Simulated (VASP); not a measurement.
C: single point with PBE

Slab: C, a slab with vacuum.

```
C
1.0
     2.45610    0.00000    0.00000
    -1.22805    2.12706    0.00000
     0.00000    0.00000   22.17327
C
6
Direct
  0.58338 0.16676 0.33825
  0.91662 0.83324 0.33825
  0.08338 0.16676 0.50203
  0.41662 0.83324 0.50203
  0.58338 0.16676 0.66175
  0.91662 0.83324 0.66175
```

* Program: VASP 6.6.1
* Task: single point
* Functional: PBE
* Potentials or basis: VASP PAW PBE potentials, release 64 (C)
* Cutoff: 520 eV
* k mesh: 12 × 12 × 1
* Occupations: fermi-dirac, width 0.05 eV
* Spin: no spin polarisation
* Dipole correction: yes
* Further INCAR settings: ALGO = Normal; EDIFF = 1e-07; NBANDS = 21

```yaml
Largest_force: 0.036 eV/Å
```

Forces on the atoms (eV/Å):
```
C    0.000 -0.021 -0.021
C    0.000  0.021 -0.021
C    0.000 -0.023 -0.008
C    0.000  0.023 -0.008
C    0.000 -0.022  0.029
C    0.000  0.022  0.029
```

Levels at points of the mesh, in eV from the Fermi level:
```csv
k point,band 10,band 11,band 12,band 13,band 14,band 15
"(0.00, 0.00, 0.00)",-3.03,-3.02,-3.01,3.38,3.63,4.49
"(0.50, 0.00, 0.00)",-2.41,-2.40,-2.38,1.68,1.73,1.74
"(0.00, 0.50, 0.00)",-2.71,-2.38,-2.03,1.29,1.67,2.09
```

Wall time 3.8 min on 1 thread of Intel Xeon 6975P-C, on a shared host, peak memory 0.25 GiB.
